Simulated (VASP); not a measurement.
# F2 in VASP: a series of runs, part 2 of 2

VASP 6.6.1.

## 4. Relaxation of the atoms, PBEsol

File INCAR:

```
SYSTEM = F
PREC = Accurate
ENCUT = 520
EDIFF = 1E-7
ISMEAR = -1
SIGMA = 0.01
LREAL = .False.
LASPH = .True.
NELM = 80
ALGO = Normal
ISIF = 2
LWAVE = .False.
LCHARG = .False.
GGA = PS
IBRION = 2
NSW = 80
EDIFFG = -0.01
```

File KPOINTS:

```
Automatic mesh
0
Gamma
  1 1 1
  0 0 0
```

File POSCAR:

```
F
1.0
   12.0000000000      0.0000000000      0.0000000000
    0.0000000000     12.3000000000      0.0000000000
    0.0000000000      0.0000000000     12.6000000000
F
2
Direct
    0.5000000000      0.5000000000      0.4436507937
    0.5000000000      0.5000000000      0.5563492063
```

Potentials or basis: VASP PAW PBE potentials, release 64 (F).

Command:

```sh
cat potpaw_PBE.64/F/POTCAR > POTCAR
mpirun -np 1 vasp_gam > vasp.out
```

OUTCAR:

```text
SYSTEM = F
   PREC = Accurate
   ENCUT = 520
   EDIFF = 1E-7
   ISMEAR = -1
   LREAL = .False.
   LASPH = .True.
   NELM = 80
   ISIF = 2
   GGA = PS
   IBRION = 2
   NSW = 80
   EDIFFG = -0.01

 ion  position               nearest neighbor table
   1  0.500  0.500  0.444-   2 1.42
   2  0.500  0.500  0.556-   1 1.42

  LATTYP: Found a simple orthorhombic cell.
 ALAT       =    12.0000000000
 B/A-ratio  =     1.0250000000
 C/A-ratio  =     1.0500000000

  Lattice vectors:

 A1 = (  12.0000000000,   0.0000000000,   0.0000000000)
 A2 = (   0.0000000000,  12.3000000000,   0.0000000000)
 A3 = (   0.0000000000,   0.0000000000,  12.6000000000)

Analysis of symmetry for initial positions (statically):
=====================================================================
 Subroutine PRICEL returns:
 Original cell was already a primitive cell.

 Routine SETGRP: Setting up the symmetry group for a
 simple orthorhombic supercell.

 Subroutine GETGRP returns: Found  8 space group operations
 (whereof  8 operations were pure point group operations)
 out of a pool of  8 trial point group operations.

The static configuration has the point symmetry D_2h.

Analysis of symmetry for dynamics (positions and initial velocities):
=====================================================================
 Subroutine PRICEL returns:
 Original cell was already a primitive cell.

 Routine SETGRP: Setting up the symmetry group for a
 simple orthorhombic supercell.

 Subroutine GETGRP returns: Found  8 space group operations
 (whereof  8 operations were pure point group operations)
 out of a pool of  8 trial point group operations.

The dynamic configuration has the point symmetry D_2h.

 Subroutine INISYM returns: Found  8 space group operations
 (whereof  8 operations are pure point group operations),
[... 80 lines left out ...]
   POTIM  = 0.5000    time-step for ionic-motion
   TEBEG  =    0.0;   TEEND  =   0.0 temperature during run
   PSTRESS=    0.0 pullay stress
   NELECT =      14.0000    total number of electrons
   NUPDOWN=      -1.0000    fix difference up-down
   EMIN   =  10.00;   EMAX   =-10.00  energy-range for DOS
   EFERMI =   0.00;   METHOD = LEGACY
   ISMEAR =    -1;   SIGMA  =   0.01  broadening in eV -4-tet -1-fermi 0-gaus
   EFERMI_NEDOS =   21; number of points for ismear=-14 and -15
   IALGO  =     38    algorithm
   IMIX   =      4    mixing-type and parameters
     AMIX     =   0.40;   BMIX     =  1.00
     AMIX_MAG =   1.60;   BMIX_MAG =  1.00
  volume/ion in A,a.u.               =     929.88      6275.14
  Fermi-wavevector in a.u.,A,eV,Ry     =   0.320847  0.606314  1.400625  0.102943
  Thomas-Fermi vector in A             =   1.207823
   LORBIT       =      0    0 simple, 1 ext, 2 COOP (PROOUT), +10 PAW based schemes
   GGA     = PS    functional components
   LHFCALC =     F    Hartree Fock is set to
   AEXX    =    0.0000 exact exchange contribution
   IVDW    =     0    specifies the selected vdW correction
   LEPSILON=     F    determine dielectric tensor
   LRPA    =     F    only Hartree local field effects (RPA)
 conjugate gradient relaxation of ions
 non-spin polarized calculation
  energy-cutoff  :      520.00
  volume of cell :     1859.76
 maximum number of plane-waves:     25042
 NGX is ok and might be reduce to    90
   NGX = 45   NGY = 45   NGZ = 47

--------------------------------------- Ionic step        1  -------------------------------------------

 number of electron      13.9999994 magnetization

 Free energy of the ion-electron system (eV)
  ---------------------------------------------------
  ext. energy  EPLUGINS =         0.00000000
  ---------------------------------------------------
  free energy    TOTEN  =        -3.86461952 eV

  energy without entropy =       -3.86461952  energy(sigma->0) =       -3.86461952

------------------------ aborting loop because EDIFF is reached ----------------------------------------

  FORCE on cell =-STRESS in cart. coord.  units (eV):
  Direction    XX          YY          ZZ          XY          YZ          ZX
  --------------------------------------------------------------------------------------
  -------------------------------------------------------------------------------------
  Total       -0.1220164     -0.1232133     -0.6368046      0.0000000      0.0000000      0.0000000
  in kB       -0.1051168     -0.1061478     -0.5486051      0.0000000      0.0000000      0.0000000
  external PRESSURE =      -0.2532899 kB  Pullay stress =       0.0000000 kB
[... 59 lines left out ...]
--------------------------------------- Ionic step        3  -------------------------------------------

 number of electron      13.9999996 magnetization

 Free energy of the ion-electron system (eV)
  ---------------------------------------------------
  ext. energy  EPLUGINS =         0.00000000
  ---------------------------------------------------
  free energy    TOTEN  =        -3.86665895 eV

  energy without entropy =       -3.86665895  energy(sigma->0) =       -3.86665895

 E-fermi :  -9.0446     XC(G=0):  -0.2874

 val. band max:       -9.3058988154   @ k =   0.0000   0.0000   0.0000
 cond. band min:      -5.7928138138   @ k =   0.0000   0.0000   0.0000
 fundamental gap:      3.5130850017
 Fermi energy:        -9.0446033639

 k-point     1 :       0.0000    0.0000    0.0000
  band No.  band energies     occupation
      1     -33.9452      2.00000
      2     -27.4565      2.00000
      3     -15.3881      2.00000
      4     -12.7550      2.00000
      5     -12.7550      2.00000
      6      -9.3059      2.00000
      7      -9.3059      2.00000
      8      -5.7928      0.00000
      9      -0.1960      0.00000
     10       0.6548      0.00000
     11       0.7938      0.00000
[... 27 lines left out ...]
  FREE ENERGIE OF THE ION-ELECTRON SYSTEM (eV)
  ---------------------------------------------------
  free  energy   TOTEN  =        -3.8666589465 eV

  energy  without entropy=       -3.8666589464  energy(sigma->0) =       -3.86665895

 reached required accuracy - stopping structural energy minimisation
```

Run time: 4.6 min. Hardware: 1 thread of Intel Xeon Platinum 8259CL at 2.50GHz (Skylake/Cascade Lake), shared host; peak memory 1.5 GiB.

What came out:

| Quantity | Value |
| --- | --- |
| Free energy | -3.8667 eV |
| Energy gained by relaxing | 1.0 meV/atom |
| Ionic steps | 3 |
| Gap between the frontier levels | 3.51 eV |

Step by step:
```
step  energy change (eV)  largest force (eV/Å)  pressure (GPa)
   1              0.0000                0.3819           -0.03
   2              0.0116                1.0647            0.03
   3             -0.0020                0.0004           -0.01
```

Final structure:
```xyz
2
Lattice="12.0000 0.0000 0.0000 0.0000 12.3000 0.0000 0.0000 0.0000 12.6000" Properties=species:S:1:pos:R:3 pbc="T T T"
F     6.0000    6.1500    5.5953
F     6.0000    6.1500    7.0047
```

Levels at points of the mesh, in eV from the valence-band top:
```tsv
k point	band 4	band 5	band 6	band 7	band 8	band 9	band 10	band 11
(0.00, 0.00, 0.00)	-3.45	-3.45	0.00	0.00	3.51	9.11	9.96	10.10
```

Caveat: the PAW data sets were made with another functional, which shifts forces and pressure a little.

## 5. Single point, PBEsol

File INCAR:

```
SYSTEM = F
PREC = Accurate ; ENCUT = 910
EDIFF = 1E-6 ; ISMEAR = -1
SIGMA = 0.01 ; LREAL = .FALSE.
LASPH = .TRUE. ; NELM = 120
ALGO = Normal ; ISIF = 2
LWAVE = .FALSE. ; LCHARG = .TRUE.
GGA = PS ; LELF = .TRUE.
LVHAR = .TRUE. ; NBANDS = 14
GGA_COMPAT = .FALSE. ; NELMDL = -8
```

File KPOINTS:

```
Automatic mesh
0
G
  1 1 1
  0 0 0
```

File POSCAR:

```
F
1.0
   12.0000000000      0.0000000000      0.0000000000
    0.0000000000     12.3000000000      0.0000000000
    0.0000000000      0.0000000000     12.6000000000
F
2
Direct
    0.5000000000      0.5000000000      0.4445165478
    0.5000000000      0.5000000000      0.5554834522
```

Potentials or basis: VASP PAW PBE potentials, release 64 (F_h).

Command:

```sh
cat potpaw_PBE.64/F_h/POTCAR > POTCAR
mpirun -np 1 vasp_gam > vasp.out
```

Run time: 3.3 min. Hardware: 1 thread of Intel Xeon 6975P-C (Granite Rapids), shared host; peak memory 2.4 GiB.

Results (log left out):

```
Free energy                     : -3.9519 eV
Largest force                   : 0.030 eV/Å
Gap between the frontier levels : 3.73 eV
```

Forces on the atoms (eV/Å):
```
F    0.000  0.000 -0.030
F    0.000  0.000  0.030
```

Levels at points of the mesh, in eV from the valence-band top:
```tsv
k point	band 4	band 5	band 6	band 7	band 8	band 9	band 10	band 11
(0.00, 0.00, 0.00)	-3.56	-3.56	0.00	0.00	3.73	9.05	9.90	10.04
```

Caveat: the cutoff is under 1.25 times the usual one of these potentials, so pressure, stress and relaxed cells hold a basis-set (Pulay) error; the PAW data sets were made with another functional, which shifts forces and pressure a little.

## 6. The runs side by side

```csv
task,potentials or basis,cell,cutoff (eV),second run,gap on the mesh (eV),largest force (eV/Å)
single point,"VASP PAW PBE potentials, release 64 (F)",as given,520,-,3.66,0.43
relaxation of the atoms,"VASP PAW PBE potentials, release 64 (F)",atoms relaxed,520,-,3.51,-
single point,"VASP PAW PBE potentials, release 64 (F_h)",as given,910,hard_potentials,3.73,0.03
```

Alike in all rows: level PBEsol; no spin polarisation; k mesh 1 × 1 × 1; smearing fermi-dirac 0.01 eV.

Caveats: the PAW data sets were made with another functional, which shifts forces and pressure a little; the cutoff is under 1.25 times the usual one of these potentials, so pressure, stress and relaxed cells hold a basis-set (Pulay) error (some runs).

Total energies depend on the potentials used, so only differences within one code and one set of settings carry meaning.
